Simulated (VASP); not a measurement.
Write the native input for VASP 6.6.1 that does the following.

| Quantity | Value |
| --- | --- |
| Task | single point |
| Functional | PBE |
| Potentials or basis | VASP PAW PBE potentials, release 64 (Tc_pv, Al) |
| Cutoff | 520 eV |
| k mesh | 4 × 4 × 1 |
| Occupations | gaussian, width 0.1 eV |
| Spin | no spin polarisation |
| Dipole correction | no |
| Further INCAR settings | ALGO = Normal; EDIFF = 1e-06; NBANDS = 92 |

The structure of AlTc12 lies in POSCAR:

```
AlTc12
1.0
    5.4800000000      0.0000000000      0.0000000000
    2.7400000000      4.7458190000      0.0000000000
    0.0000000000      0.0000000000     15.3949600000
Tc Al
12 1
Direct
    0.0000000000      0.0000000000      0.0649563234
    0.5000000000      0.0000000000      0.0649563234
   -0.0000000527      0.5000001054      0.0649563234
    0.4999999473      0.5000001054      0.0649563234
   -0.1666667018      0.3333334036      0.2076964799
    0.3333332982      0.3333334036      0.2076964799
   -0.1666666491      0.8333332982      0.2076964799
    0.3333333509      0.8333332982      0.2076964799
    0.0000000000      0.0000000000      0.3504368313
    0.5000000000      0.0000000000      0.3504368313
   -0.0000000527      0.5000001054      0.3504368313
    0.4999999473      0.5000001054      0.3504368313
    0.2460013172      0.7761608692      0.5076310689
```

These files were run (other wordings do the same):

INCAR

```
SYSTEM = AlTc12
ALGO     = Normal         ! electronic algorithm
EDIFF    = 1E-6           ! SCF threshold, eV
ENCUT    = 520            ! plane-wave cutoff, eV
GGA      = PE             ! functional
ISIF     = 2              ! what is computed and relaxed
ISMEAR   = 0              ! smearing method
LASPH    = .TRUE.         ! aspherical terms in the spheres
LCHARG   = .TRUE.         ! write CHGCAR
LELF     = .TRUE.         ! ELF
LREAL    = .FALSE.        ! projectors in reciprocal space
LVHAR    = .TRUE.       
LWAVE    = .FALSE.        ! write WAVECAR
NBANDS   = 92             ! bands
NELM     = 100            ! most SCF steps
PREC     = Accurate       ! precision mode
SIGMA    = 0.1            ! smearing width, eV
```

KPOINTS

```
k-points
0
G
  4 4 1
  0 0 0
```

Potentials or basis: VASP PAW PBE potentials, release 64 (Tc_pv, Al).

Launch:

```console
$ cat potpaw_PBE.64/Tc_pv/POTCAR potpaw_PBE.64/Al/POTCAR > POTCAR
$ mpirun -np 1 vasp_std > vasp.out
```

Results of the run:

- Largest force: 1.171 eV/Å
- Band gap on the k mesh: zero (an odd number of electrons rules out a gap without spin polarisation)

Caveat: there is no dipole correction, which matters where the two faces differ.

It took 43 min on 1 thread of Intel Xeon 8259CL (shared host), peak memory 0.63 GiB.
